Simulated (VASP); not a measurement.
A run of VASP 6.6.1 is set up as follows.

Contents of INCAR:

```
ALGO = Normal
EDIFF = 1E-8
ENCUT = 520
GGA = PS
ISIF = 2
ISMEAR = -1
LASPH = True
LCHARG = False
LEFG = True
LREAL = False
LWAVE = False
NBANDS = 10
NELM = 100
PREC = Accurate
SIGMA = 0.05
```

KPOINTS

```
k-points
0
Gamma
  14 14 14
```

The input POSCAR:

```
Os
1.0
   -0.0194500000      1.9352750000      1.9352750000
    1.9352750000     -0.0194500000      1.9352750000
    1.9352750000      1.9352750000     -0.0194500000
Os
1
Direct
    0.0000000000      0.0000000000      0.0000000000
```

Potentials or basis: VASP PAW PBE potentials, release 64 (Os).

Launch:

```console
$ cat potpaw_PBE.64/Os/POTCAR > POTCAR
$ mpirun -np 1 vasp_std > vasp.out
```

Q: Predict the band gap on the k mesh.

A: Zero (band 4 reaches 10.67 eV, above the bottom of band 5 at 7.26 eV).

Q: What does it give for the pressure?

A: -19.8 GPa.

Stress tensor (GPa, compression positive):
```
-19.84   2.45   2.45
  2.45 -19.84   2.45
  2.45   2.45 -19.84
```

Caveat: the cell differs from its parent crystal (equal xy, yz and zx shear strains of -1 %); without QUAD_EFG the Cq values of the log hold for a quadrupole moment of 1 mb, not for the nuclei; the PAW data sets were made with another functional, which shifts forces and pressure a little; spin-orbit coupling is left out, which moves the levels of the heavy elements.
